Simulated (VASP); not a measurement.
Input of a VASP 6.6.1 run:

Contents of INCAR:

```
SYSTEM = MgSe
ALGO     = Normal         ! electronic algorithm
EDIFF    = 1E-6           ! SCF threshold, eV
ENCUT    = 600            ! plane-wave cutoff, eV
GGA      = PE             ! functional
GGA_COMPAT= .FALSE.      
ISIF     = 2              ! what is computed and relaxed
ISMEAR   = 0              ! smearing method
LASPH    = .TRUE.         ! aspherical terms in the spheres
LCHARG   = .TRUE.         ! write CHGCAR
LELF     = .TRUE.         ! ELF
LREAL    = .FALSE.        ! projectors in reciprocal space
LVHAR    = .TRUE.       
LWAVE    = .FALSE.        ! write WAVECAR
NBANDS   = 11             ! bands
NELM     = 120            ! most SCF steps
PREC     = Accurate       ! precision mode
SIGMA    = 0.01           ! smearing width, eV
```

The input KPOINTS:

```
k-points
0
G
  6 6 6
  0 0 0
```

The input POSCAR:

```
MgSe
1.0
    0.0000000000      2.7549005800      2.7549005800
    2.7549005800      0.0000000000      2.7549005800
    2.7549005800      2.7549005800      0.0000000000
Mg Se
1 1
Direct
    0.0000000000      0.0000000000      0.0000000000
    0.5000000000      0.5000000000      0.5000000000
```

Potentials or basis: VASP PAW PBE potentials, release 64 (Mg, Se).

Run with:

```console
$ cat potpaw_PBE.64/Mg/POTCAR potpaw_PBE.64/Se/POTCAR > POTCAR
$ mpirun -np 1 vasp_std > vasp.out
```

Estimate the pressure.

-0.1 GPa.

Predict the band gap on the k mesh.

1.74 eV, indirect (least direct gap 2.38 eV).

A k mesh can miss the band edges. As with any semilocal functional, this PBE gap is likely too small.
